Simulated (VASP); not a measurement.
**Sn: single point with PBEsol-based global hybrid with 25 % exact exchange**

Crystal: Sn.

```
Sn
1.0
     0.00000    3.23334    3.23334
     3.23334    0.00000    3.23334
     3.23334    3.23334    0.00000
Sn
2
Cartesian
  4.8500 4.8500 4.8500
  3.2333 3.2333 3.2333
```

This isn't the form of Sn at room conditions, which is tetragonal (white tin).

```json
{"Program": "VASP 6.6.1", "Task": "single point", "Functional": "PBEsol-based global hybrid with 25 % exact exchange", "Potentials or basis": "VASP PAW PBE potentials, release 64 (Sn_d)", "Cutoff": "520 eV", "k mesh": "4 × 4 × 4", "Occupations": "fermi-dirac, width 0.05 eV", "Spin": "no spin polarisation", "Dipole correction": "no", "Grid for exact exchange (PRECFOCK)": "Normal", "Share of exact exchange": "0.25", "Further INCAR settings": "ALGO = Normal; EDIFF = 1e-06; NBANDS = 21"}
```

```json
{
 "Pressure": "0.6 GPa",
 "Band gap on the k mesh": "zero (filled and empty bands touch)"
}
```

Levels at points of the mesh, in eV from the Fermi level:
| k point | band 11 | band 12 | band 13 | band 14 | band 15 | band 16 | band 17 | band 18 |
| --- | --- | --- | --- | --- | --- | --- | --- | --- |
| (0.00, 0.00, 0.00) | -12.20 | -0.22 | -0.04 | -0.04 | -0.03 | 3.07 | 3.07 | 3.07 |
| (0.50, 0.00, 0.00) | -10.34 | -7.34 | -1.58 | -1.58 | 0.83 | 4.19 | 4.19 | 6.57 |
| (0.50, 0.50, 0.00) | -8.67 | -8.67 | -3.10 | -3.10 | 1.56 | 1.56 | 9.24 | 9.24 |

It took 17 min on 1 thread of Intel(R) Xeon(R) Platinum 8375C CPU @ 2.90GHz (Ice Lake), with other jobs on the host, peak memory 0.22 GiB.

Caveat: the k points lie up to 0.42 Å⁻¹ apart; the PAW data sets were made with another functional, which shifts forces and pressure a little; spin-orbit coupling is left out, which moves the levels of the heavy elements.
